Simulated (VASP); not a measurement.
Wanted: the native input for a VASP 6.6.1 run.

| Item | Value |
| --- | --- |
| Task | single point |
| Functional | LDA |
| Potentials or basis | VASP PAW LDA potentials, release 64 (Ge_d) |
| Cutoff | 520 eV |
| k mesh | 12 × 12 × 1 |
| Occupations | gaussian, width 0.1 eV |
| Spin | no spin polarisation |
| Dipole correction | yes |
| Further INCAR settings | ALGO = Normal; EDIFF = 1e-06; NBANDS = 21 |

The structure of Ge lies in POSCAR:

```
Ge
1.0
    4.0850000000      0.0000000000      0.0000000000
   -2.0425000000      3.5377137745      0.0000000000
    0.0000000000      0.0000000000     28.0000000000
Ge
2
Direct
    0.3333333333      0.6666666667      0.5127500000
    0.6666666667      0.3333333333      0.4872500000
```

The input as run:

INCAR

```
  PREC = Accurate
  ENCUT = 520
  EDIFF = 1E-6
  ISMEAR = 0
  SIGMA = 0.1
  LREAL = False
  LASPH = True
  NELM = 80
  ALGO = Normal
  ISIF = 2
  LWAVE = False
  LCHARG = True
  LDIPOL = True
  IDIPOL = 3
  DIPOL = 0.5 0.5 0.500
  LELF = True
  LVHAR = True
  LVACPOTAV = True
  NBANDS = 21
```

KPOINTS

```
Automatic mesh
0
Gamma
  12 12 1
```

Potentials or basis: VASP PAW LDA potentials, release 64 (Ge_d).

Command:

```sh
$ cat potpaw_LDA.64/Ge_d/POTCAR > POTCAR
$ mpirun -np 1 vasp_std > vasp.out
```

Results of the run:

- Largest force: 0.441 eV/Å
- Band gap on the k mesh: zero (filled and empty bands touch)

It took 4.1 min on 1 thread of AMD EPYC 7R43 64-Core Processor (Zen 3), with other jobs on the host, peak memory 0.36 GiB.
